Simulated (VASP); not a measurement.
# Gd (Im-3m) in VASP: a series of runs

Gd is run at these levels: PBE; tasks: single point.

Program: VASP 6.6.1. These are calculated values, not measurements. Logs are shortened: lines on timing, memory, paths and dates and some standing lists are left out, and cuts for length are marked.

## (1) The cell of the first run

Symmetry: Im-3m, No. 229, cubic system. Conventional cell: a = 4.050 Å, b = 4.050 Å, c = 4.050 Å, α = 90.00°, β = 90.00°, γ = 90.00°. Gd (site symmetry m-3m) has 14 Gd at 3.51 to 4.05 Å within 4.6 Å.

## (2) Single point, PBE, collinear spin, ferromagnetic start

Input file INCAR:

```
SYSTEM = Gd
ALGO = Normal
EDIFF = 1E-7
ENCUT = 520
GGA = PE
ISIF = 2
ISMEAR = -1
ISPIN = 2
LASPH = .True.
LCHARG = .True.
LELF = .True.
LMAXMIX = 6
LORBIT = 11
LREAL = .False.
LVHAR = .True.
LWAVE = .False.
MAGMOM = 7
NBANDS = 19
NELM = 150
PREC = Accurate
SIGMA = 0.1
```

Input file KPOINTS:

```
k-points
0
Gamma
  10 10 10
  0 0 0
```

Input file POSCAR:

```
Gd
1.0
   -2.0250000000      2.0250000000      2.0250000000
    2.0250000000     -2.0250000000      2.0250000000
    2.0250000000      2.0250000000     -2.0250000000
Gd
1
Direct
    0.0000000000      0.0000000000      0.0000000000
```

Potentials or basis: VASP PAW PBE potentials, release 64 (Gd).

Command:

```
> cat potpaw_PBE.64/Gd/POTCAR > POTCAR
> mpirun -np 1 vasp_std > vasp.out
```

OUTCAR:

```text
SYSTEM = Gd
   EDIFF = 1E-7
   ENCUT = 520
   GGA = PE
   ISIF = 2
   ISMEAR = -1
   ISPIN = 2
   LASPH = .True.
   LORBIT = 11
   LREAL = .False.
   NELM = 150
   PREC = Accurate

 ion  position               nearest neighbor table
   1  0.000  0.000  0.000-

  LATTYP: Found a body centered cubic cell.
 ALAT       =     4.0500000000

  Lattice vectors:

 A1 = (  -2.0250000000,   2.0250000000,   2.0250000000)
 A2 = (   2.0250000000,  -2.0250000000,   2.0250000000)
 A3 = (   2.0250000000,   2.0250000000,  -2.0250000000)

Analysis of symmetry for initial positions (statically):
=====================================================================
 Subroutine PRICEL returns:
 Original cell was already a primitive cell.

 Routine SETGRP: Setting up the symmetry group for a
 body centered cubic supercell.

 Subroutine GETGRP returns: Found 48 space group operations
 (whereof 48 operations were pure point group operations)
 out of a pool of 48 trial point group operations.

The static configuration has the point symmetry O_h .

Analysis of symmetry for dynamics (positions and initial velocities):
=====================================================================
 Subroutine PRICEL returns:
 Original cell was already a primitive cell.

 Routine SETGRP: Setting up the symmetry group for a
 body centered cubic supercell.

 Subroutine GETGRP returns: Found 48 space group operations
 (whereof 48 operations were pure point group operations)
 out of a pool of 48 trial point group operations.

The dynamic configuration has the point symmetry O_h .

Analysis of structural, dynamic, and magnetic symmetry:
=====================================================================
 Subroutine PRICEL returns:
 Original cell was already a primitive cell.

 Routine SETGRP: Setting up the symmetry group for a
 body centered cubic supercell.

 Subroutine GETGRP returns: Found 48 space group operations
 (whereof 48 operations were pure point group operations)
 out of a pool of 48 trial point group operations.

The overall configuration has the point symmetry O_h .

 Subroutine INISYM returns: Found 48 space group operations
 (whereof 48 operations are pure point group operations),
 and found     1 'primitive' translations

----------------------------------------------------------------------------------------

                                     Primitive cell

  volume of cell :      33.2151

  direct lattice vectors                    reciprocal lattice vectors
    -2.025000000  2.025000000  2.025000000     0.000000000  0.246913580  0.246913580
     2.025000000 -2.025000000  2.025000000     0.246913580  0.000000000  0.246913580
     2.025000000  2.025000000 -2.025000000     0.246913580  0.246913580  0.000000000

  length of vectors
     3.507402885  3.507402885  3.507402885     0.349188534  0.349188534  0.349188534

[... 93 lines left out ...]
   ISMEAR =    -1;   SIGMA  =   0.10  broadening in eV -4-tet -1-fermi 0-gaus
   EFERMI_NEDOS =   21; number of points for ismear=-14 and -15
   IALGO  =     38    algorithm
   IMIX   =      4    mixing-type and parameters
     AMIX     =   0.40;   BMIX     =  1.00
     AMIX_MAG =   1.60;   BMIX_MAG =  1.00
  volume/ion in A,a.u.               =      33.22       224.15
  Fermi-wavevector in a.u.,A,eV,Ry     =   1.334711  2.522238 24.238153  1.781454
  Thomas-Fermi vector in A             =   2.463472
   LORBIT       =     11    0 simple, 1 ext, 2 COOP (PROOUT), +10 PAW based schemes
   GGA     = PE    functional components
   LHFCALC =     F    Hartree Fock is set to
   AEXX    =    0.0000 exact exchange contribution
   IVDW    =     0    specifies the selected vdW correction
   LEPSILON=     F    determine dielectric tensor
   LRPA    =     F    only Hartree local field effects (RPA)
 spin polarized calculation
  energy-cutoff  :      520.00
  volume of cell :       33.22
 maximum number of plane-waves:       935
 NGX is ok and might be reduce to    28
   NGX = 13   NGY = 13   NGZ = 13

 number of electron      18.0000009 magnetization       7.5992365

 Free energy of the ion-electron system (eV)
  ---------------------------------------------------
  ext. energy  EPLUGINS =         0.00000000
  ---------------------------------------------------
  free energy    TOTEN  =       -11.64921987 eV

  energy without entropy =      -11.56980946  energy(sigma->0) =      -11.60951466

 E-fermi :   2.9596     XC(G=0):  -9.9548

 val. band max:        2.9482011948   @ k =   0.3000   0.3000   0.0000
 cond. band min:       2.9680528046   @ k =   0.2000   0.1000   0.1000
 fundamental gap:      0.0198516097
 Fermi energy:         2.9595674243

 spin component 1

 k-point     1 :       0.0000    0.0000    0.0000
  band No.  band energies     occupation
      1     -42.2939      1.00000
      2     -19.3303      1.00000
      3     -19.3303      1.00000
      4     -19.3303      1.00000
      5      -2.1075      1.00000
      6      -1.8605      1.00000
[... 517 lines left out ...]
     18      12.6237      0.00000
     19      14.4847      0.00000

 [... further k-points ...]

 spin component 2

 k-point     1 :       0.0000    0.0000    0.0000
  band No.  band energies     occupation
      1     -39.0607      1.00000
      2     -16.9315      1.00000
      3     -16.9315      1.00000
      4     -16.9315      1.00000
      5      -1.2299      1.00000
      6       3.4002      0.01205
[... 517 lines left out ...]
     18      13.6286      0.00000
     19      15.7402      0.00000

 [... further k-points ...]
[... 5 lines left out ...]
  --------------------------------------------------------------------------------------
  -------------------------------------------------------------------------------------
  Total        0.0432879      0.0432879      0.0432879      0.0000000      0.0000000     -0.0000000
  in kB        2.0880567      2.0880567      2.0880567      0.0000000      0.0000000     -0.0000000
  external PRESSURE =       2.0880567 kB  Pullay stress =       0.0000000 kB

 VOLUME and BASIS-vectors are now :
 -----------------------------------------------------------------------------
  energy-cutoff  :      520.00
  volume of cell :       33.22
      direct lattice vectors                 reciprocal lattice vectors
    -2.025000000  2.025000000  2.025000000     0.000000000  0.246913580  0.246913580
     2.025000000 -2.025000000  2.025000000     0.246913580  0.000000000  0.246913580
     2.025000000  2.025000000 -2.025000000     0.246913580  0.246913580  0.000000000

 POSITION                                       TOTAL-FORCE (eV/Angst)
 -----------------------------------------------------------------------------------
      0.00000      0.00000      0.00000        -0.000000      0.000000      0.000000
 -----------------------------------------------------------------------------------
    total drift:                               -0.000000     -0.000000     -0.000000

  FREE ENERGIE OF THE ION-ELECTRON SYSTEM (eV)
  ---------------------------------------------------
  free  energy   TOTEN  =       -11.6492198719 eV

  energy  without entropy=      -11.5698094579  energy(sigma->0) =      -11.60951466

 total charge

# of ion       s       p       d       f       tot
--------------------------------------------------
    1        2.072   5.562   0.578   6.996  15.207

 magnetization (x)

# of ion       s       p       d       f       tot
--------------------------------------------------
    1        0.002  -0.057   0.233   6.802   6.980
```

stdout:

```text
POSCAR found type information on POSCAR Gd
 POSCAR found :  1 types and       1 ions
 scaLAPACK will be used
 LDA part: xc-table for (Slater+PW92), standard interpolation
 POSCAR, INCAR and KPOINTS ok, starting setup
 FFT: planning ... GRIDC
 FFT: planning ... GRID_SOFT
 FFT: planning ... GRID
 WAVECAR not read
 entering main loop
```

Run time: 3.7 min. Hardware: 1 thread of Intel Xeon Platinum 8488C (Sapphire Rapids), shared host; peak memory 0.21 GiB.

Results:

| Quantity | Value |
| --- | --- |
| Free energy | -11.6492 eV |
| Pressure | 0.2 GPa |
| Net moment | 7.60 μB per cell |
| Site moments | Gd +6.98 μB |
| Valence electrons inside the program's atomic spheres | Gd 15.21 |

Caveat: spin-orbit coupling is left out, which moves the levels of the heavy elements.

## (3) Single point, PBE, collinear spin, ferromagnetic start

Input file INCAR:

```
SYSTEM = Gd
ALGO = Normal
EDIFF = 1E-7
ENCUT = 520
GGA = PE
ISIF = 2
ISMEAR = -1
ISPIN = 2
LASPH = .True.
LCHARG = .False.
LMAXMIX = 6
LORBIT = 11
LREAL = .False.
LWAVE = .False.
MAGMOM = 7.3
NBANDS = 19
NELM = 150
PREC = Accurate
SIGMA = 0.1
```

KPOINTS is that of step 2.

POSCAR is that of step 2.

Potentials or basis: VASP PAW PBE potentials, release 64 (Gd).

Command:

```
> cat potpaw_PBE.64/Gd/POTCAR > POTCAR
> mpirun -np 1 vasp_std > vasp.out
```

It took 3.6 min on 1 thread of Intel Xeon Platinum 8488C (Sapphire Rapids), shared host; peak memory 0.21 GiB.

It converged, with:

```yaml
Free_energy: -11.6492 eV
Pressure: 0.3 GPa
Net_moment: 7.60 μB per cell
Site_moments: Gd +6.98 μB
Valence_electrons_inside_the_program's_atomic_spheres: Gd 15.21
```

Levels at points of the mesh, in eV from the Fermi level:
Spin up:
```
           k point  band 11  band 12  band 13  band 14  band 15  band 16
(0.00, 0.00, 0.00)    -4.70    -4.67     1.31     1.31     1.31     3.54
(0.50, 0.00, 0.00)    -4.68    -2.42    -0.28     1.09     3.43     4.21
(0.50, 0.50, 0.50)    -4.68    -1.90    -1.90     5.48     5.48     5.48
```
Spin down:
```csv
k point,band 1,band 2,band 3,band 4,band 5,band 6,band 7,band 8,band 9,band 10
"(0.00, 0.00, 0.00)",-42.02,-19.89,-19.89,-19.89,-4.19,0.44,0.44,0.44,0.75,0.75
"(0.50, 0.00, 0.00)",-41.94,-20.73,-20.15,-19.90,-1.52,0.45,0.50,0.58,0.68,0.69
"(0.50, 0.50, 0.50)",-41.88,-20.46,-20.46,-20.46,-1.12,-1.12,0.50,0.57,0.57,0.57
```

Caveat: spin-orbit coupling is left out, which moves the levels of the heavy elements.
